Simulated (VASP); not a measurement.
# ScH3 (I4/mmm) in VASP: single point with PBEsol

Aim: the single point of ScH3 with PBEsol.

All numbers are computed with VASP 6.6.1; they aren't measurements. Logs are shortened: lines on timing, memory, paths and dates and some standing lists are left out, and cuts for length are marked.

**1. The cell of the first run**

Symmetry: I4/mmm, No. 139, tetragonal system. Conventional cell: a = 3.322 Å, b = 3.322 Å, c = 4.888 Å, α = 90.00°, β = 90.00°, γ = 90.00°. Sc (site symmetry 4/mmm) has 14 H at 2.06 to 2.44 Å within 2.7 Å. Within 2.7 Å of H (site symmetry -4m2) lie 4 Sc at 2.06 Å and 10 H at 2.06 to 2.44 Å. H (site symmetry 4/mmm) has 8 H at 2.06 Å and 6 Sc at 2.35 to 2.44 Å within 2.7 Å.

**2. Single point, PBEsol**

Contents of INCAR:

```
ALGO = Normal
EDIFF = 1E-6
ENCUT = 520
GGA = PS
ISIF = 2
ISMEAR = 1
LASPH = T
LCHARG = T
LELF = T
LREAL = F
LVHAR = T
LWAVE = F
NBANDS = 15
NELM = 100
PREC = Accurate
SIGMA = 0.1
```

Contents of KPOINTS:

```
k-points
0
Gamma
  10 10 10
```

Contents of POSCAR:

```
ScH3
1.0
   -1.6607759800      1.6607759800      2.4438237600
    1.6607759800     -1.6607759800      2.4438237600
    1.6607759800      1.6607759800     -2.4438237600
Sc H
1 3
Direct
    0.0000000000      0.0000000000      0.0000000000
    0.7500000000      0.2500000000      0.5000000000
    0.2500000000      0.7500000000      0.5000000000
    0.5000000000      0.5000000000      0.0000000000
```

Potentials or basis: VASP PAW PBE potentials, release 64 (Sc_sv, H).

The run is started by

```
> cat potpaw_PBE.64/Sc_sv/POTCAR potpaw_PBE.64/H/POTCAR > POTCAR
> mpirun -np 1 vasp_std > vasp.out
```

OUTCAR:

```text
EDIFF = 1E-6
   ENCUT = 520
   GGA = PS
   ISIF = 2
   ISMEAR = 1
   LASPH = T
   LREAL = F
   NELM = 100
   PREC = Accurate

 ion  position               nearest neighbor table
   1  0.000  0.000  0.000-   2 2.06   3 2.06   2 2.06   3 2.06   2 2.06   3 2.06   2 2.06   3 2.06

   2  0.750  0.250  0.500-   1 2.06   1 2.06   1 2.06   1 2.06
   3  0.250  0.750  0.500-   1 2.06   1 2.06   1 2.06   1 2.06
   4  0.500  0.500  0.000-

  LATTYP: Found a body centered tetragonal cell.
 ALAT       =     3.3215519600
 C/A-ratio  =     1.4714951260

  Lattice vectors:

 A1 = (  -1.6607759800,   1.6607759800,   2.4438237600)
 A2 = (   1.6607759800,  -1.6607759800,   2.4438237600)
 A3 = (   1.6607759800,   1.6607759800,  -2.4438237600)

Analysis of symmetry for initial positions (statically):
=====================================================================
 Subroutine PRICEL returns:
 Original cell was already a primitive cell.

 Routine SETGRP: Setting up the symmetry group for a
 body centered tetragonal supercell.

 Subroutine GETGRP returns: Found 16 space group operations
 (whereof 16 operations were pure point group operations)
 out of a pool of 16 trial point group operations.

The static configuration has the point symmetry D_4h.

Analysis of symmetry for dynamics (positions and initial velocities):
=====================================================================
 Subroutine PRICEL returns:
 Original cell was already a primitive cell.

 Routine SETGRP: Setting up the symmetry group for a
 body centered tetragonal supercell.

 Subroutine GETGRP returns: Found 16 space group operations
 (whereof 16 operations were pure point group operations)
 out of a pool of 16 trial point group operations.

The dynamic configuration has the point symmetry D_4h.

 Subroutine INISYM returns: Found 16 space group operations
 (whereof 16 operations are pure point group operations),
 and found     1 'primitive' translations

----------------------------------------------------------------------------------------

                                     Primitive cell

  volume of cell :      26.9620

  direct lattice vectors                    reciprocal lattice vectors
    -1.660775980  1.660775980  2.443823760     0.000000000  0.301064085  0.204597405
     1.660775980 -1.660775980  2.443823760     0.301064085  0.000000000  0.204597405
[... 101 lines left out ...]
   NUPDOWN=      -1.0000    fix difference up-down
   EMIN   =  10.00;   EMAX   =-10.00  energy-range for DOS
   EFERMI =   0.00;   METHOD = LEGACY
   ISMEAR =     1;   SIGMA  =   0.10  broadening in eV -4-tet -1-fermi 0-gaus
   EFERMI_NEDOS =   21; number of points for ismear=-14 and -15
   IALGO  =     38    algorithm
   IMIX   =      4    mixing-type and parameters
     AMIX     =   0.40;   BMIX     =  1.00
     AMIX_MAG =   1.60;   BMIX_MAG =  1.00
  volume/ion in A,a.u.               =       6.74        45.49
  Fermi-wavevector in a.u.,A,eV,Ry     =   1.315831  2.486560 23.557287  1.731412
  Thomas-Fermi vector in A             =   2.445986
   LORBIT       =      0    0 simple, 1 ext, 2 COOP (PROOUT), +10 PAW based schemes
   GGA     = PS    functional components
   LHFCALC =     F    Hartree Fock is set to
   AEXX    =    0.0000 exact exchange contribution
   IVDW    =     0    specifies the selected vdW correction
   LEPSILON=     F    determine dielectric tensor
   LRPA    =     F    only Hartree local field effects (RPA)
 non-spin polarized calculation
 Methfessel and Paxton  Order N= 1 SIGMA  =   0.10
  energy-cutoff  :      520.00
  volume of cell :       26.96
 maximum number of plane-waves:       744
 NGX is ok and might be reduce to    28
   NGX = 13   NGY = 13   NGZ = 13

 number of electron      14.0000000 magnetization

 Free energy of the ion-electron system (eV)
  ---------------------------------------------------
  ext. energy  EPLUGINS =         0.00000000
  ---------------------------------------------------
  free energy    TOTEN  =       -18.53950886 eV

  energy without entropy =      -18.53879940  energy(sigma->0) =      -18.53927238

 E-fermi :   5.3651     XC(G=0): -11.2128

 val. band max:        5.3565529950   @ k =   0.5000   0.1000   0.0000
 cond. band min:       5.3904779427   @ k =   0.4000   0.1000   0.0000
 fundamental gap:      0.0339249477
 Fermi energy:         5.3651259870

 k-point     1 :       0.0000    0.0000    0.0000
  band No.  band energies     occupation
      1     -44.6915      2.00000
      2     -23.2775      2.00000
      3     -23.2542      2.00000
      4     -23.2542      2.00000
      5      -5.8850      2.00000
      6       4.8063      2.00000
      7       5.2504      2.06889
      8       5.4552     -0.02295
      9       5.4552     -0.02295
     10       6.7605     -0.00000
     11       7.2722     -0.00000
     12       8.2723      0.00000
     13      16.5061      0.00000
     14      17.0454      0.00000
[... 401 lines left out ...]
      2     -23.5540      2.00000
      3     -23.4685      2.00000
      4     -23.3576      2.00000
      5      -1.1945      2.00000
      6      -0.5437      2.00000
      7       0.7703      2.00000
      8       6.4095     -0.00000
      9       7.6850      0.00000
     10       8.1662      0.00000
     11       9.2991      0.00000
     12       9.9347      0.00000
     13      11.8014      0.00000
     14      13.5237      0.00000
     15      18.0827      0.00000

 [... further k-points ...]

------------------------ aborting loop because EDIFF is reached ----------------------------------------

  FORCE on cell =-STRESS in cart. coord.  units (eV):
  Direction    XX          YY          ZZ          XY          YZ          ZX
  --------------------------------------------------------------------------------------
  -------------------------------------------------------------------------------------
  Total       -0.5703246     -0.5703246     -0.6858254      0.0000000     -0.0000000      0.0000000
  in kB      -33.8907147    -33.8907147    -40.7541824      0.0000000     -0.0000000      0.0000000
  external PRESSURE =     -36.1785373 kB  Pullay stress =       0.0000000 kB

 VOLUME and BASIS-vectors are now :
 -----------------------------------------------------------------------------
  energy-cutoff  :      520.00
  volume of cell :       26.96
      direct lattice vectors                 reciprocal lattice vectors
    -1.660775980  1.660775980  2.443823760     0.000000000  0.301064085  0.204597405
     1.660775980 -1.660775980  2.443823760     0.301064085  0.000000000  0.204597405
     1.660775980  1.660775980 -2.443823760     0.301064085  0.301064085  0.000000000

 POSITION                                       TOTAL-FORCE (eV/Angst)
 -----------------------------------------------------------------------------------
      0.00000      0.00000      0.00000        -0.000000      0.000000     -0.000000
      0.00000      1.66078      1.22191        -0.000000     -0.000000      0.000000
      1.66078      0.00000      1.22191         0.000000      0.000000     -0.000000
      0.00000      0.00000      2.44382        -0.000000      0.000000     -0.000000
 -----------------------------------------------------------------------------------
    total drift:                               -0.000000     -0.000000     -0.000000

  FREE ENERGIE OF THE ION-ELECTRON SYSTEM (eV)
  ---------------------------------------------------
  free  energy   TOTEN  =       -18.5395088648 eV

  energy  without entropy=      -18.5387994000  energy(sigma->0) =      -18.53927238
```

Wall time 73 s (1 thread of Intel Xeon 8259CL, shared host); peak memory 0.18 GiB.

Results:

```
Free energy            : -18.5395 eV
Pressure               : -3.6 GPa
Band gap on the k mesh : zero (bands 7 and 8 overlap by 0.39 eV)
```

Stress tensor (GPa, compression positive):
```
-3.39  0.00  0.00
 0.00 -3.39  0.00
 0.00  0.00 -4.08
```

Levels at points of the mesh, in eV from the Fermi level:
| k point | band 3 | band 4 | band 5 | band 6 | band 7 | band 8 | band 9 | band 10 | band 11 | band 12 |
| --- | --- | --- | --- | --- | --- | --- | --- | --- | --- | --- |
| (0.00, 0.00, 0.00) | -28.62 | -28.62 | -11.25 | -0.56 | -0.11 | 0.09 | 0.09 | 1.40 | 1.91 | 2.91 |
| (0.50, 0.00, 0.00) | -28.69 | -28.66 | -7.17 | -6.96 | -0.24 | -0.16 | 0.04 | 2.52 | 2.65 | 4.49 |
| (0.50, 0.50, 0.00) | -28.77 | -28.76 | -6.33 | -5.82 | -5.36 | 2.64 | 2.66 | 2.91 | 4.95 | 5.04 |
| (0.50, 0.50, 0.50) | -28.73 | -28.73 | -6.41 | -5.80 | -5.52 | 2.69 | 2.77 | 2.77 | 4.63 | 5.58 |

Caveat: the cell stands under tension; the PAW data sets were made with another functional, which shifts forces and pressure a little.

The gap in the log of VASP goes by the Fermi energy; the results here count the filled bands.